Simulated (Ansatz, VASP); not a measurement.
# PbO: VASP beside Ansatz

```
Pb O
1.0
     0.00000    2.68392    2.68392
     2.68392    0.00000    2.68392
     2.68392    2.68392    0.00000
Pb O
1 1
Direct
  0.00000 0.00000 0.00000
  0.50000 0.50000 0.50000
```

Change from the starting cell: volume scaled by 1.06, PAW files.

Alike in both runs: task electric field gradients; functional PBE; k mesh 12 × 12 × 12; occupations fermi-dirac, width 0.05 eV; no spin polarisation.

|  | VASP | Ansatz |
| --- | --- | --- |
| version | VASP 6.6.1 | Ansatz 0.2.0 |
| potentials or method | VASP PAW PBE potentials, release 64 (Pb_d, O) | PAW with Ansatz's default frozen-core files, scalar-relativistic |
| plane-wave cutoff (eV) | 520 | 420 |
| valence electrons in the cell | 20 | 20 |

|  | VASP | Ansatz | Ansatz less VASP |
| --- | --- | --- | --- |
| pressure (GPa) | -4.5 | -4.4 | +0.07 |

Neither program's run includes spin-orbit coupling.
